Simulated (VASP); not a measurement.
# BiO (P6_3/mmc) in VASP: single point with PBE

Aim: the single point of BiO with PBE.

Program: VASP 6.6.1. These are calculated values, not measurements. Logs are shortened: lines on timing, memory, paths and dates and some standing lists are left out, and cuts for length are marked.

**1. The cell of the first run**

It takes space group P6_3/mmc (No. 194, hexagonal). The conventional cell has a = 3.379 Å, b = 3.379 Å, c = 6.955 Å, α = 90.00°, β = 90.00°, γ = 120.00°. Bi (site symmetry -6m2) has 6 O at 2.61 Å and 6 Bi at 3.38 Å within 3.4 Å. O (site symmetry -3m) has 6 Bi at 2.61 Å and 6 O at 3.38 Å within 3.4 Å.

**2. Single point, PBE**

File INCAR:

```
ALGO = Normal
EDIFF = 1E-6
ENCUT = 600
GGA = PE
GGA_COMPAT = False
ISIF = 2
ISMEAR = 0
LASPH = True
LCHARG = False
LREAL = False
LWAVE = False
NBANDS = 29
NELM = 120
PREC = Accurate
SIGMA = 0.2
```

File KPOINTS:

```
k-points
0
Gamma
  6 6 4
```

File POSCAR:

```
BiO
1.0
    3.3792520976      0.0000000025      0.0000000000
   -1.6896260510      2.9265181611      0.0000000000
    0.0000000000      0.0000000000      6.9552918281
Bi O
2 2
Direct
    0.3333333333      0.6666666667      0.2500000000
    0.6666666667      0.3333333333      0.7500000000
    0.0000000000      0.0000000000      0.0000000000
    0.0000000000      0.0000000000      0.5000000000
```

Potentials or basis: VASP PAW PBE potentials, release 64 (Bi_d, O).

The run is started by

```console
$ cat potpaw_PBE.64/Bi_d/POTCAR potpaw_PBE.64/O/POTCAR > POTCAR
$ mpirun -np 1 vasp_std > vasp.out
```

OUTCAR:

```text
EDIFF = 1E-6
   ENCUT = 600
   GGA = PE
   ISIF = 2
   ISMEAR = 0
   LASPH = True
   LREAL = False
   NELM = 120
   PREC = Accurate

 ion  position               nearest neighbor table
   1  0.333  0.667  0.250-   3 2.61   4 2.61   3 2.61   4 2.61   3 2.61   4 2.61
   2  0.667  0.333  0.750-   3 2.61   4 2.61   3 2.61   4 2.61   3 2.61   4 2.61
   3  0.000  0.000  0.000-   1 2.61   2 2.61   2 2.61   1 2.61   2 2.61   1 2.61
   4  0.000  0.000  0.500-   1 2.61   2 2.61   2 2.61   1 2.61   2 2.61   1 2.61

  LATTYP: Found a hexagonal cell.
 ALAT       =     3.3792520976
 C/A-ratio  =     2.0582340788

  Lattice vectors:

 A1 = (   3.3792520976,   0.0000000025,   0.0000000000)
 A2 = (  -1.6896260510,   2.9265181611,   0.0000000000)
 A3 = (   0.0000000000,   0.0000000000,   6.9552918281)

Analysis of symmetry for initial positions (statically):
=====================================================================
 Subroutine PRICEL returns:
 Original cell was already a primitive cell.

 Routine SETGRP: Setting up the symmetry group for a
 hexagonal supercell.

 Subroutine GETGRP returns: Found 24 space group operations
 (whereof 12 operations were pure point group operations)
 out of a pool of 24 trial point group operations.

The static configuration has the point symmetry D_3d.
 The point group associated with its full space group is D_6h.

Analysis of symmetry for dynamics (positions and initial velocities):
=====================================================================
 Subroutine PRICEL returns:
 Original cell was already a primitive cell.

 Routine SETGRP: Setting up the symmetry group for a
 hexagonal supercell.

 Subroutine GETGRP returns: Found 24 space group operations
 (whereof 12 operations were pure point group operations)
 out of a pool of 24 trial point group operations.

The dynamic configuration has the point symmetry D_3d.
 The point group associated with its full space group is D_6h.

 Subroutine INISYM returns: Found 24 space group operations
 (whereof 12 operations are pure point group operations),
 and found     1 'primitive' translations

----------------------------------------------------------------------------------------

                                     Primitive cell

  volume of cell :      68.7840

  direct lattice vectors                    reciprocal lattice vectors
     3.379252098  0.000000003  0.000000000     0.295923468  0.170851494  0.000000000
    -1.689626051  2.926518161  0.000000000    -0.000000000  0.341702988  0.000000000
     0.000000000  0.000000000  6.955291828     0.000000000  0.000000000  0.143775419

  length of vectors
     3.379252098  3.379252098  6.955291828     0.341702988  0.341702988  0.143775419

  position of ions in fractional coordinates (direct lattice)
     0.333333333  0.666666667  0.250000000
     0.666666667  0.333333333  0.750000000
     0.000000000  0.000000000  0.000000000
     0.000000000  0.000000000  0.500000000

  ion indices of the primitive-cell ions
   primitive index   ion index
                 1           1
                 2           2
                 3           3
                 4           4

----------------------------------------------------------------------------------------

 KPOINTS: k-points

Automatic generation of k-mesh.
 Grid dimensions read from file:
 generate k-points for:    6    6    4

 Generating k-lattice:

  Cartesian coordinates                     Fractional coordinates (reciprocal lattice)
     0.049320578  0.028475249  0.000000000     0.166666667  0.000000000  0.000000000
    -0.000000000  0.056950498  0.000000000     0.000000000  0.166666667  0.000000000
     0.000000000  0.000000000  0.035943855     0.000000000  0.000000000  0.250000000

  Length of vectors
     0.056950498  0.056950498  0.035943855

  Shift w.r.t. Gamma in fractional coordinates (k-lattice)
     0.000000000  0.000000000  0.000000000

 Subroutine IBZKPT returns following result:
 ===========================================

 Found     21 irreducible k-points:

 Following reciprocal coordinates:
            Coordinates               Weight
  0.000000  0.000000  0.000000      1.000000
  0.166667  0.000000  0.000000      6.000000
  0.333333  0.000000  0.000000      6.000000
  0.500000  0.000000  0.000000      3.000000
  0.166667  0.166667  0.000000      6.000000
  0.333333  0.166667  0.000000     12.000000
[... 13 lines left out ...]
  0.333333  0.166667  0.500000     12.000000
  0.333333  0.333333  0.500000      2.000000
   k-points           NKPTS =     21   k-points in BZ     NKDIM =     21   number of bands    NBANDS=     29
   number of dos      NEDOS =    301   number of ions     NIONS =      4
   total plane-waves  NPLWV =  43904
   dimension x,y,z NGX =    28 NGY =   28 NGZ =   56
   dimension x,y,z NGXF=    56 NGYF=   56 NGZF=  112
   ions per type =               2   2
   NGX,Y,Z   is equivalent  to a cutoff of  13.77, 13.77, 13.39 a.u.
   NGXF,Y,Z  is equivalent  to a cutoff of  27.55, 27.55, 26.77 a.u.
 SYSTEM =  unknown system
   PREC   = accura    normal or accurate (medium, high low for compatibility)
   ISTART =      0    job   : 0-new  1-cont  2-samecut
   ICHARG =      2    charge: 1-file 2-atom 10-const
   ISPIN  =      1    spin polarized calculation?
   LNONCOLLINEAR =      F non collinear calculations
   LSORBIT =      F    spin-orbit coupling
   LASPH  =      T    aspherical Exc in radial PAW
   ENCUT  =  600.0 eV  44.10 Ry    6.64 a.u.   6.75  6.75 13.89*2*pi/ulx,y,z
   NELM   =    120;   NELMIN=  2; NELMDL= -5     # of ELM steps
   EDIFF  = 0.1E-05   stopping-criterion for ELM
   LREAL  =      F    real-space projection
   EDIFFG = 0.1E-04   stopping-criterion for IOM
   NSW    =      0    number of steps for IOM
   IBRION =     -1    ionic relax: 0-MD 1-quasi-New 2-CG
   NFREE  =      0    steps in history (QN), initial steepest desc. (CG)
   ISIF   =      2    stress and relaxation
   ISYM   =      2    0-nonsym 1-usesym 2-fastsym
   POTIM  = 0.5000    time-step for ionic-motion
   TEBEG  =    0.0;   TEEND  =   0.0 temperature during run
   PSTRESS=    0.0 pullay stress
   NELECT =      42.0000    total number of electrons
   NUPDOWN=      -1.0000    fix difference up-down
   EMIN   =  10.00;   EMAX   =-10.00  energy-range for DOS
   EFERMI =   0.00;   METHOD = LEGACY
   ISMEAR =     0;   SIGMA  =   0.20  broadening in eV -4-tet -1-fermi 0-gaus
   EFERMI_NEDOS =   21; number of points for ismear=-14 and -15
   IALGO  =     38    algorithm
   IMIX   =      4    mixing-type and parameters
     AMIX     =   0.40;   BMIX     =  1.00
     AMIX_MAG =   1.60;   BMIX_MAG =  1.00
  volume/ion in A,a.u.               =      17.20       116.04
  Fermi-wavevector in a.u.,A,eV,Ry     =   1.388872  2.624587 26.245166  1.928965
  Thomas-Fermi vector in A             =   2.512957
   LORBIT       =      0    0 simple, 1 ext, 2 COOP (PROOUT), +10 PAW based schemes
   GGA     = PE    functional components
   LHFCALC =     F    Hartree Fock is set to
   AEXX    =    0.0000 exact exchange contribution
   IVDW    =     0    specifies the selected vdW correction
   LEPSILON=     F    determine dielectric tensor
   LRPA    =     F    only Hartree local field effects (RPA)
 non-spin polarized calculation
 Gauss-broadening in eV      SIGMA  =   0.20
  energy-cutoff  :      600.00
  volume of cell :       68.78
 maximum number of plane-waves:      2316
 NGX is ok and might be reduce to    28
   NGX = 13   NGY = 13   NGZ = 27

 number of electron      41.9999996 magnetization

 Free energy of the ion-electron system (eV)
  ---------------------------------------------------
  ext. energy  EPLUGINS =         0.00000000
  ---------------------------------------------------
  free energy    TOTEN  =       -20.20211255 eV

  energy without entropy =      -20.16391474  energy(sigma->0) =      -20.18301365

 E-fermi :   8.6165     XC(G=0): -11.1087

 val. band max:        8.5925114902   @ k =   0.3333   0.1667   0.2500
 cond. band min:       8.6457722035   @ k =   0.3333   0.3333   0.2500
 fundamental gap:      0.0532607133
 Fermi energy:         8.6164888237

 k-point     1 :       0.0000    0.0000    0.0000
  band No.  band energies     occupation
      1     -15.0270      2.00000
      2     -15.0010      2.00000
      3     -14.9155      2.00000
      4     -14.9155      2.00000
      5     -14.9100      2.00000
      6     -14.9100      2.00000
[... 21 lines left out ...]
     28      17.4716      0.00000
     29      19.4875      0.00000

 k-point     2 :       0.1667    0.0000    0.0000
  band No.  band energies     occupation
      1     -15.0014      2.00000
      2     -14.9817      2.00000
      3     -14.9189      2.00000
      4     -14.9134      2.00000
      5     -14.8843      2.00000
      6     -14.8666      2.00000
[... 21 lines left out ...]
     28      18.2531      0.00000
     29      18.2698      0.00000

 k-point     3 :       0.3333    0.0000    0.0000
  band No.  band energies     occupation
      1     -15.0055      2.00000
      2     -14.9900      2.00000
      3     -14.9763      2.00000
      4     -14.9067      2.00000
      5     -14.8794      2.00000
      6     -14.8714      2.00000
[... 21 lines left out ...]
     28      16.7169      0.00000
     29      18.3547      0.00000

 k-point     4 :       0.5000    0.0000    0.0000
  band No.  band energies     occupation
      1     -15.0252      2.00000
      2     -15.0201      2.00000
      3     -15.0002      2.00000
      4     -14.9290      2.00000
      5     -14.8798      2.00000
      6     -14.8475      2.00000
[... 21 lines left out ...]
     28      16.1052      0.00000
     29      18.3909      0.00000

 k-point     5 :       0.1667    0.1667    0.0000
  band No.  band energies     occupation
      1     -14.9609      2.00000
      2     -14.9466      2.00000
      3     -14.9461      2.00000
      4     -14.9318      2.00000
      5     -14.9148      2.00000
      6     -14.9000      2.00000
[... 21 lines left out ...]
     28      17.1486      0.00000
     29      19.2963      0.00000
[... 414 lines left out ...]
     28      15.8110      0.00000
     29      17.9681      0.00000

 k-point    19 :       0.1667    0.1667    0.5000
  band No.  band energies     occupation
      1     -14.9628      2.00000
      2     -14.9628      2.00000
      3     -14.9335      2.00000
      4     -14.9335      2.00000
      5     -14.9010      2.00000
      6     -14.9010      2.00000
[... 21 lines left out ...]
     28      17.4967      0.00000
     29      18.8186      0.00000

 k-point    20 :       0.3333    0.1667    0.5000
  band No.  band energies     occupation
      1     -14.9726      2.00000
      2     -14.9726      2.00000
      3     -14.9536      2.00000
      4     -14.9536      2.00000
      5     -14.8781      2.00000
      6     -14.8781      2.00000
[... 21 lines left out ...]
     28      16.5457      0.00000
     29      19.7497      0.00000

 k-point    21 :       0.3333    0.3333    0.5000
  band No.  band energies     occupation
      1     -14.9572      2.00000
      2     -14.9572      2.00000
      3     -14.9220      2.00000
      4     -14.9220      2.00000
      5     -14.8676      2.00000
      6     -14.8676      2.00000
[... 21 lines left out ...]
     28      16.7143      0.00000
     29      21.8745      0.00000

------------------------ aborting loop because EDIFF is reached ----------------------------------------

  FORCE on cell =-STRESS in cart. coord.  units (eV):
  Direction    XX          YY          ZZ          XY          YZ          ZX
  --------------------------------------------------------------------------------------
  -------------------------------------------------------------------------------------
  Total       -0.0303453     -0.0303453     -0.0372137      0.0000000     -0.0000000      0.0000000
  in kB       -0.7068290     -0.7068290     -0.8668151      0.0000000     -0.0000000      0.0000000
  external PRESSURE =      -0.7601577 kB  Pullay stress =       0.0000000 kB

 VOLUME and BASIS-vectors are now :
 -----------------------------------------------------------------------------
  energy-cutoff  :      600.00
  volume of cell :       68.78
      direct lattice vectors                 reciprocal lattice vectors
     3.379252098  0.000000003  0.000000000     0.295923468  0.170851494  0.000000000
    -1.689626051  2.926518161  0.000000000    -0.000000000  0.341702988  0.000000000
     0.000000000  0.000000000  6.955291828     0.000000000  0.000000000  0.143775419

 POSITION                                       TOTAL-FORCE (eV/Angst)
 -----------------------------------------------------------------------------------
     -0.00000      1.95101      1.73882         0.000000     -0.000000     -0.000000
      1.68963      0.97551      5.21647        -0.000000      0.000000     -0.000000
      0.00000      0.00000      0.00000        -0.000000     -0.000000      0.000000
      0.00000      0.00000      3.47765        -0.000000     -0.000000      0.000000
 -----------------------------------------------------------------------------------
    total drift:                               -0.000000      0.000000      0.000000

  FREE ENERGIE OF THE ION-ELECTRON SYSTEM (eV)
  ---------------------------------------------------
  free  energy   TOTEN  =       -20.2021125512 eV

  energy  without entropy=      -20.1639147391  energy(sigma->0) =      -20.18301365
```

Run time: 42 s. Hardware: 1 thread of Intel Xeon 6975P-C, shared host; peak memory 0.21 GiB.

What came out:

- Free energy: -20.2021 eV
- Pressure: -0.1 GPa
- Band gap on the k mesh: zero (band 21 reaches 10.38 eV, above the bottom of band 22 at 7.59 eV)

Caveat: spin-orbit coupling is left out, which moves the levels of the heavy elements.
